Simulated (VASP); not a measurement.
A run of VASP 6.6.1 is set up as follows.

The input INCAR:

```
  PREC = Accurate
  ENCUT = 520
  EDIFF = 1E-6
  ISMEAR = 0
  SIGMA = 0.15
  LREAL = F
  LASPH = T
  NELM = 80
  ALGO = Normal
  ISIF = 2
  LWAVE = F
  LCHARG = F
  GGA = PS
  NBANDS = 13
```

KPOINTS

```
regular mesh
0
Gamma
  20 20 18
```

Contents of POSCAR:

```
Ge
1.0
    1.4600207050     -2.6005160000      0.0000000000
    1.4600207050      2.6005160000      0.0000000000
    0.0000000000      0.0000000000      2.6982310000
Ge
1
Direct
    0.5000000000      0.5000000000      0.0000000000
```

Potentials or basis: VASP PAW PBE potentials, release 64 (Ge_d).

Run with:

```console
$ cat potpaw_PBE.64/Ge_d/POTCAR > POTCAR
$ mpirun -np 1 vasp_std > vasp.out
```

Predict the band gap on the k mesh.

zero (bands 7 and 8 overlap by 9.69 eV).

What does it give for the pressure?

-6.6 GPa.

Stress tensor (GPa, compression positive):
```
-7.32  0.00  0.00
 0.00 -7.77  0.00
 0.00  0.00 -4.68
```

Caveat: the cell differs from its parent crystal (strain +0.0450 x Voigt [1, 0, 0, 0, 0, 0]); the cell stands under tension; the PAW data sets were made with another functional, which shifts forces and pressure a little.
